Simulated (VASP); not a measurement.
# Cs (Im-3m) in VASP: settings compared, part 2 of 2

VASP 6.6.1. The steps go on from the part before.

### 3 Single point, PBEsol+D3(BJ)

This run uses another cell than the first one, of 122.48 Å³/atom, 1.142 times its volume.

Input file INCAR:

```
SYSTEM = Cs
PREC = Accurate ; ENCUT = 520
EDIFF = 1E-6 ; ISMEAR = -1
SIGMA = 0.05 ; LREAL = .FALSE.
LASPH = .TRUE. ; NELM = 80
ALGO = Normal ; ISIF = 2
LWAVE = .FALSE. ; LCHARG = .FALSE.
GGA = PS ; IVDW = 12
NBANDS = 10
```

Input file KPOINTS:

```
regular mesh
0
G
  6 6 6
  0 0 0
```

Input file POSCAR:

```
Cs
1.0
   -3.1284650614      3.1284650614      3.1284650614
    3.1284650614     -3.1284650614      3.1284650614
    3.1284650614      3.1284650614     -3.1284650614
Cs
1
Direct
    0.0000000000      0.0000000000      0.0000000000
```

Potentials or basis: VASP PAW PBE potentials, release 64 (Cs_sv).

Started as:

```
$ cat potpaw_PBE.64/Cs_sv/POTCAR > POTCAR
$ mpirun -np 1 vasp_std > vasp.out
```

OUTCAR:

```text
SYSTEM = Cs
   PREC = Accurate
   ENCUT = 520
   EDIFF = 1E-6
   ISMEAR = -1
   LREAL = .FALSE.
   LASPH = .TRUE.
   NELM = 80
   ISIF = 2
   GGA = PS
   IVDW = 12
 IVDW          = 12

 ion  position               nearest neighbor table
   1  0.000  0.000  0.000-

  LATTYP: Found a body centered cubic cell.
 ALAT       =     6.2569301228

  Lattice vectors:

 A1 = (  -3.1284650614,   3.1284650614,   3.1284650614)
 A2 = (   3.1284650614,  -3.1284650614,   3.1284650614)
 A3 = (   3.1284650614,   3.1284650614,  -3.1284650614)

Analysis of symmetry for initial positions (statically):
=====================================================================
 Subroutine PRICEL returns:
 Original cell was already a primitive cell.

 Routine SETGRP: Setting up the symmetry group for a
 body centered cubic supercell.

 Subroutine GETGRP returns: Found 48 space group operations
 (whereof 48 operations were pure point group operations)
 out of a pool of 48 trial point group operations.

The static configuration has the point symmetry O_h .

Analysis of symmetry for dynamics (positions and initial velocities):
=====================================================================
 Subroutine PRICEL returns:
 Original cell was already a primitive cell.

 Routine SETGRP: Setting up the symmetry group for a
 body centered cubic supercell.

 Subroutine GETGRP returns: Found 48 space group operations
 (whereof 48 operations were pure point group operations)
 out of a pool of 48 trial point group operations.

The dynamic configuration has the point symmetry O_h .

 Subroutine INISYM returns: Found 48 space group operations
 (whereof 48 operations are pure point group operations),
 and found     1 'primitive' translations

----------------------------------------------------------------------------------------

                                     Primitive cell

  volume of cell :     122.4768

  direct lattice vectors                    reciprocal lattice vectors
    -3.128465061  3.128465061  3.128465061     0.000000000  0.159822785  0.159822785
     3.128465061 -3.128465061  3.128465061     0.159822785  0.000000000  0.159822785
     3.128465061  3.128465061 -3.128465061     0.159822785  0.159822785  0.000000000

  length of vectors
     5.418660436  5.418660436  5.418660436     0.226023551  0.226023551  0.226023551

  position of ions in fractional coordinates (direct lattice)
     0.000000000  0.000000000  0.000000000

  ion indices of the primitive-cell ions
   primitive index   ion index
                 1           1

----------------------------------------------------------------------------------------

 KPOINTS: regular mesh

Automatic generation of k-mesh.
 Grid dimensions read from file:
 generate k-points for:    6    6    6

 Generating k-lattice:

  Cartesian coordinates                     Fractional coordinates (reciprocal lattice)
     0.000000000  0.026637131  0.026637131     0.166666667  0.000000000  0.000000000
     0.026637131  0.000000000  0.026637131     0.000000000  0.166666667  0.000000000
     0.026637131  0.026637131  0.000000000     0.000000000  0.000000000  0.166666667

  Length of vectors
     0.037670592  0.037670592  0.037670592

  Shift w.r.t. Gamma in fractional coordinates (k-lattice)
     0.000000000  0.000000000  0.000000000

 Subroutine IBZKPT returns following result:
 ===========================================

 Found     16 irreducible k-points:

 Following reciprocal coordinates:
            Coordinates               Weight
  0.000000  0.000000  0.000000      1.000000
  0.166667  0.000000  0.000000     12.000000
  0.333333  0.000000  0.000000     12.000000
  0.500000  0.000000  0.000000      6.000000
  0.166667  0.166667  0.000000     24.000000
  0.333333  0.166667  0.000000     48.000000
[... 8 lines left out ...]
  0.500000  0.500000  0.333333     12.000000
  0.500000  0.500000  0.500000      1.000000
   k-points           NKPTS =     16   k-points in BZ     NKDIM =     16   number of bands    NBANDS=     10
   number of dos      NEDOS =    301   number of ions     NIONS =      1
   total plane-waves  NPLWV =  64000
   dimension x,y,z NGX =    40 NGY =   40 NGZ =   40
   dimension x,y,z NGXF=    80 NGYF=   80 NGZF=   80
   ions per type =               1
   NGX,Y,Z   is equivalent  to a cutoff of  12.27, 12.27, 12.27 a.u.
   NGXF,Y,Z  is equivalent  to a cutoff of  24.54, 24.54, 24.54 a.u.
 SYSTEM =  Cs
   PREC   = accura    normal or accurate (medium, high low for compatibility)
   ISTART =      0    job   : 0-new  1-cont  2-samecut
   ICHARG =      2    charge: 1-file 2-atom 10-const
   ISPIN  =      1    spin polarized calculation?
   LNONCOLLINEAR =      F non collinear calculations
   LSORBIT =      F    spin-orbit coupling
   LASPH  =      T    aspherical Exc in radial PAW
   ENCUT  =  520.0 eV  38.22 Ry    6.18 a.u.  10.08 10.08 10.08*2*pi/ulx,y,z
   NELM   =     80;   NELMIN=  2; NELMDL= -5     # of ELM steps
   EDIFF  = 0.1E-05   stopping-criterion for ELM
   LREAL  =      F    real-space projection
   EDIFFG = 0.1E-04   stopping-criterion for IOM
   NSW    =      0    number of steps for IOM
   IBRION =     -1    ionic relax: 0-MD 1-quasi-New 2-CG
   NFREE  =      0    steps in history (QN), initial steepest desc. (CG)
   ISIF   =      2    stress and relaxation
   ISYM   =      2    0-nonsym 1-usesym 2-fastsym
   POTIM  = 0.5000    time-step for ionic-motion
   TEBEG  =    0.0;   TEEND  =   0.0 temperature during run
   PSTRESS=    0.0 pullay stress
   NELECT =       9.0000    total number of electrons
   NUPDOWN=      -1.0000    fix difference up-down
   EMIN   =  10.00;   EMAX   =-10.00  energy-range for DOS
   EFERMI =   0.00;   METHOD = LEGACY
   ISMEAR =    -1;   SIGMA  =   0.05  broadening in eV -4-tet -1-fermi 0-gaus
   EFERMI_NEDOS =   21; number of points for ismear=-14 and -15
   IALGO  =     38    algorithm
   IMIX   =      4    mixing-type and parameters
     AMIX     =   0.40;   BMIX     =  1.00
     AMIX_MAG =   1.60;   BMIX_MAG =  1.00
  volume/ion in A,a.u.               =     122.48       826.51
  Fermi-wavevector in a.u.,A,eV,Ry     =   0.685706  1.295796  6.397353  0.470192
  Thomas-Fermi vector in A             =   1.765724
   LORBIT       =      0    0 simple, 1 ext, 2 COOP (PROOUT), +10 PAW based schemes
   GGA     = PS    functional components
   LHFCALC =     F    Hartree Fock is set to
   AEXX    =    0.0000 exact exchange contribution
   IVDW    =    12    specifies the selected vdW correction
   LEPSILON=     F    determine dielectric tensor
   LRPA    =     F    only Hartree local field effects (RPA)
 non-spin polarized calculation
  energy-cutoff  :      520.00
  volume of cell :      122.48
 maximum number of plane-waves:      3322
   NGX = 21   NGY = 21   NGZ = 21

 number of electron       8.9999999 magnetization

 Free energy of the ion-electron system (eV)
  ---------------------------------------------------
  ext. energy  EPLUGINS =         0.00000000
  ---------------------------------------------------
  free energy    TOTEN  =        -0.92954506 eV

  energy without entropy =       -0.91155880  energy(sigma->0) =       -0.92055193

 E-fermi :   0.2321     XC(G=0):  -5.3153

 val. band max:        0.1062743277   @ k =   0.1667   0.1667   0.1667
 cond. band min:       0.2490066998   @ k =   0.3333   0.1667   0.0000
 fundamental gap:      0.1427323721
 Fermi energy:         0.2321346941

 k-point     1 :       0.0000    0.0000    0.0000
  band No.  band energies     occupation
      1     -23.6597      2.00000
      2     -10.3876      2.00000
      3     -10.3876      2.00000
      4     -10.3876      2.00000
      5      -1.3907      2.00000
      6       2.6881      0.00000
      7       2.6881      0.00000
      8       2.6881      0.00000
      9       3.5162      0.00000
     10       3.5162      0.00000

 k-point     2 :       0.1667    0.0000    0.0000
  band No.  band energies     occupation
      1     -23.6585      2.00000
      2     -10.4160      2.00000
      3     -10.3970      2.00000
      4     -10.3875      2.00000
      5      -1.1077      2.00000
      6       2.3469      0.00000
      7       2.4183      0.00000
      8       2.9731      0.00000
      9       3.2998      0.00000
     10       3.4854      0.00000
[... 170 lines left out ...]
 k-point    16 :       0.5000    0.5000    0.5000
  band No.  band energies     occupation
      1     -23.6509      2.00000
      2     -10.4675      2.00000
      3     -10.4675      2.00000
      4     -10.4675      2.00000
      5       0.9371      0.00000
      6       0.9371      0.00000
      7       3.0739      0.00000
      8       3.0739      0.00000
      9       3.0739      0.00000
     10       4.3700      0.00000

------------------------ aborting loop because EDIFF is reached ----------------------------------------

 Edisp (eV)   -0.10632

 E8    (eV) :    -0.0850

  FORCE on cell =-STRESS in cart. coord.  units (eV):
  Direction    XX          YY          ZZ          XY          YZ          ZX
  --------------------------------------------------------------------------------------
  -------------------------------------------------------------------------------------
  Total      -0.25463    -0.25463    -0.25463     0.00000    -0.00000     0.00000
  in kB      -3.33088    -3.33088    -3.33088     0.00000    -0.00000     0.00000
  external pressure =       -3.33 kB  Pullay stress =        0.00 kB

 VOLUME and BASIS-vectors are now :
 -----------------------------------------------------------------------------
  energy-cutoff  :      520.00
  volume of cell :      122.48
      direct lattice vectors                 reciprocal lattice vectors
    -3.128465061  3.128465061  3.128465061     0.000000000  0.159822785  0.159822785
     3.128465061 -3.128465061  3.128465061     0.159822785  0.000000000  0.159822785
     3.128465061  3.128465061 -3.128465061     0.159822785  0.159822785  0.000000000

 POSITION                                       TOTAL-FORCE (eV/Angst)
 -----------------------------------------------------------------------------------
      0.00000      0.00000      0.00000         0.000000      0.000000      0.000000
 -----------------------------------------------------------------------------------
    total drift:                                0.000000     -0.000000     -0.000000

  FREE ENERGIE OF THE ION-ELECTRON SYSTEM (eV)
  ---------------------------------------------------
  free  energy   TOTEN  =        -1.0358634739 eV

  energy  without entropy=       -1.0178772121  energy(sigma->0) =       -1.02687034
```

It took 20 s on 1 thread of Intel Xeon Platinum 8375C at 2.90GHz (Ice Lake), shared host; peak memory 0.23 GiB.

Results:

```
Free energy                : -1.0359 eV
Pressure                   : -0.3 GPa
Dispersion energy per atom : -0.106 eV
```

Caveat: three body term missing; the PAW data sets were made with another functional, which shifts forces and pressure a little; spin-orbit coupling is left out, which moves the levels of the heavy elements; pairwise dispersion overbinds metals, which lowers pressure and volume.

### 4 Relaxation of cell and atoms, PBEsol

This run uses another cell than the first one, of 122.48 Å³/atom, 1.142 times its volume.

Input file INCAR:

```
PREC = Accurate
ENCUT = 600
EDIFF = 1E-6
ISMEAR = -1
SIGMA = 0.05
LREAL = False
LASPH = True
NELM = 60
ALGO = Normal
ISIF = 3
LWAVE = False
LCHARG = False
GGA = PS
IBRION = 2
NSW = 60
EDIFFG = -0.01
```

Input file KPOINTS:

```
Automatic mesh
0
Gamma
  6 6 6
```

POSCAR is that of step 3.

Potentials or basis: VASP PAW PBE potentials, release 64 (Cs_sv).

Started as:

```
$ cat potpaw_PBE.64/Cs_sv/POTCAR > POTCAR
$ mpirun -np 1 vasp_std > vasp.out
```

OUTCAR:

```text
PREC = Accurate
   ENCUT = 600
   EDIFF = 1E-6
   ISMEAR = -1
   LREAL = False
   LASPH = True
   NELM = 60
   ISIF = 3
   GGA = PS
   IBRION = 2
   NSW = 60
   EDIFFG = -0.01

 ion  position               nearest neighbor table
   1  0.000  0.000  0.000-

  LATTYP: Found a body centered cubic cell.
 ALAT       =     6.2569301228

  Lattice vectors:

 A1 = (  -3.1284650614,   3.1284650614,   3.1284650614)
 A2 = (   3.1284650614,  -3.1284650614,   3.1284650614)
 A3 = (   3.1284650614,   3.1284650614,  -3.1284650614)

Analysis of symmetry for initial positions (statically):
=====================================================================
 Subroutine PRICEL returns:
 Original cell was already a primitive cell.

 Routine SETGRP: Setting up the symmetry group for a
 body centered cubic supercell.

 Subroutine GETGRP returns: Found 48 space group operations
 (whereof 48 operations were pure point group operations)
 out of a pool of 48 trial point group operations.

[... 136 lines left out ...]
  energy-cutoff  :      600.00
  volume of cell :      122.48
 maximum number of plane-waves:      4124
 NGX is ok and might be reduce to    48
   NGX = 21   NGY = 21   NGZ = 21

--------------------------------------- Ionic step        1  -------------------------------------------

 number of electron       9.0000000 magnetization

 Free energy of the ion-electron system (eV)
  ---------------------------------------------------
  ext. energy  EPLUGINS =         0.00000000
  ---------------------------------------------------
  free energy    TOTEN  =        -0.92966768 eV

  energy without entropy =       -0.91168171  energy(sigma->0) =       -0.92067469

------------------------ aborting loop because EDIFF is reached ----------------------------------------

  FORCE on cell =-STRESS in cart. coord.  units (eV):
  Direction    XX          YY          ZZ          XY          YZ          ZX
  --------------------------------------------------------------------------------------
  -------------------------------------------------------------------------------------
  Total       -0.1497246     -0.1497246     -0.1497246      0.0000000      0.0000000     -0.0000000
  in kB       -1.9586178     -1.9586178     -1.9586178      0.0000000      0.0000000     -0.0000000
  external PRESSURE =      -1.9586178 kB  Pullay stress =       0.0000000 kB
[... 92 lines left out ...]
--------------------------------------- Ionic step        4  -------------------------------------------

 number of electron       9.0000000 magnetization

 Free energy of the ion-electron system (eV)
  ---------------------------------------------------
  ext. energy  EPLUGINS =         0.00000000
  ---------------------------------------------------
  free energy    TOTEN  =        -0.93867604 eV

  energy without entropy =       -0.92020785  energy(sigma->0) =       -0.92944195

 E-fermi :   0.5211     XC(G=0):  -5.6288

 val. band max:        0.4188806890   @ k =   0.1667   0.1667   0.1667
 cond. band min:       0.5257487221   @ k =   0.5000   0.0000   0.0000
 fundamental gap:      0.1068680331
 Fermi energy:         0.5211372688

 k-point     1 :       0.0000    0.0000    0.0000
  band No.  band energies     occupation
      1     -23.2943      2.00000
      2     -10.0040      2.00000
      3     -10.0040      2.00000
      4     -10.0040      2.00000
      5      -1.2257      2.00000
      6       3.0510      0.00000
      7       3.0510      0.00000
      8       3.0510      0.00000
[... 191 lines left out ...]
  FREE ENERGIE OF THE ION-ELECTRON SYSTEM (eV)
  ---------------------------------------------------
  free  energy   TOTEN  =        -0.9386760380 eV

  energy  without entropy=       -0.9202078545  energy(sigma->0) =       -0.92944195

 reached required accuracy - stopping structural energy minimisation
```

OSZICAR:

```text
N       E                     dE             d eps       ncg     rms          rms(c)
DAV:   1     0.578134905468E+02    0.57813E+02   -0.30552E+03   256   0.854E+02
DAV:   2     0.512010158517E+01   -0.52693E+02   -0.52345E+02   352   0.124E+02
DAV:   3    -0.833652699063E+00   -0.59538E+01   -0.59527E+01   256   0.499E+01
[... 29 lines left out ...]
DAV:   3    -0.938701537690E+00    0.14519E-01   -0.54393E-02   256   0.140E+00    0.975E-02
DAV:   4    -0.938673024119E+00    0.28514E-04   -0.22810E-04   280   0.139E-01    0.429E-02
DAV:   5    -0.938680596410E+00   -0.75723E-05   -0.47150E-05   320   0.489E-02    0.854E-03
DAV:   6    -0.938676158580E+00    0.44378E-05   -0.24435E-06   256   0.146E-02    0.984E-04
DAV:   7    -0.938676038021E+00    0.12056E-06   -0.16004E-07   152   0.332E-03
   4 F= -.93867604E+00 E0= -.92944195E+00  d E =-.900836E-02
```

CONTCAR:

```text
Cs
   1.00000000000000
    -3.0049726434908641    3.0049726434908641    3.0049726434908641
     3.0049726434908641   -3.0049726434908641    3.0049726434908641
     3.0049726434908641    3.0049726434908641   -3.0049726434908641
  Cs
     1
Direct
     0.0000000000000000    0.0000000000000000    0.0000000000000000

  0.00000000E+00  0.00000000E+00  0.00000000E+00
```

It took 97 s on 1 thread of Intel Xeon Platinum 8375C at 2.90GHz (Ice Lake), shared host; peak memory 0.32 GiB.

What came out:

- Free energy: -0.9387 eV
- Relaxed volume: 108.54 Å³/atom
- Relaxed cell: a = 5.205 Å, b = 5.205 Å, c = 5.205 Å, α = 109.47°, β = 109.47°, γ = 109.47°
- Space group after relaxing (to 0.05 Å): Im-3m (No. 229)
- Energy gained by relaxing: 9.0 meV/atom
- Ionic steps: 4
- Pressure after relaxing: 0.0 GPa

The path:
| step | energy change (eV) | largest force (eV/Å) | pressure (GPa) | volume (Å³) |
| --- | --- | --- | --- | --- |
| 1 | 0.0000 | 0.0000 | -0.20 | 122.48 |
| 2 | -0.0030 | 0.0000 | -0.17 | 119.84 |
| 3 | -0.0084 | 0.0000 | -0.06 | 112.16 |
| 4 | -0.0090 | 0.0000 | 0.01 | 108.54 |

Final structure:
```xyz
1
Lattice="-3.0050 3.0050 3.0050 3.0050 -3.0050 3.0050 3.0050 3.0050 -3.0050" Properties=species:S:1:pos:R:3 pbc="T T T"
Cs    0.0000    0.0000    0.0000
```

Levels at points of the mesh, in eV from the Fermi level:
| k point | band 1 | band 2 | band 3 | band 4 | band 5 | band 6 | band 7 | band 8 |
| --- | --- | --- | --- | --- | --- | --- | --- | --- |
| (0.00, 0.00, 0.00) | -23.82 | -10.53 | -10.53 | -10.53 | -1.75 | 2.53 | 2.53 | 2.53 |
| (0.50, 0.00, 0.00) | -23.81 | -10.69 | -10.58 | -10.53 | 0.00 | 0.94 | 1.64 | 3.29 |
| (0.50, 0.50, 0.50) | -23.80 | -10.64 | -10.64 | -10.64 | 0.60 | 0.60 | 3.15 | 3.15 |

Caveat: the PAW data sets were made with another functional, which shifts forces and pressure a little; spin-orbit coupling is left out, which moves the levels of the heavy elements.

### 5 Summary

```csv
task,level,cell,cutoff (eV),gap on the mesh (eV),pressure (GPa)
single point,PBEsol+D4,"a = 5.185 Å, angles 109.5°, 1 atom",520,none,0.0
single point,PBEsol+D3(BJ),"a = 5.419 Å, angles 109.5°, 1 atom",520,none,-0.3
relaxation of cell and atoms,PBEsol,"relaxed from a = 5.419 Å, angles 109.5°, 1 atom",600,none,0.0
```

Alike in all rows: potentials or basis VASP PAW PBE potentials, release 64 (Cs_sv); no spin polarisation; k mesh 6 × 6 × 6; smearing fermi-dirac 0.05 eV.

Caveats: the PAW data sets were made with another functional, which shifts forces and pressure a little; spin-orbit coupling is left out, which moves the levels of the heavy elements; pairwise dispersion overbinds metals, which lowers pressure and volume (some runs); three body term missing (some runs).

Absolute energies hang on the potentials; compare differences alone.
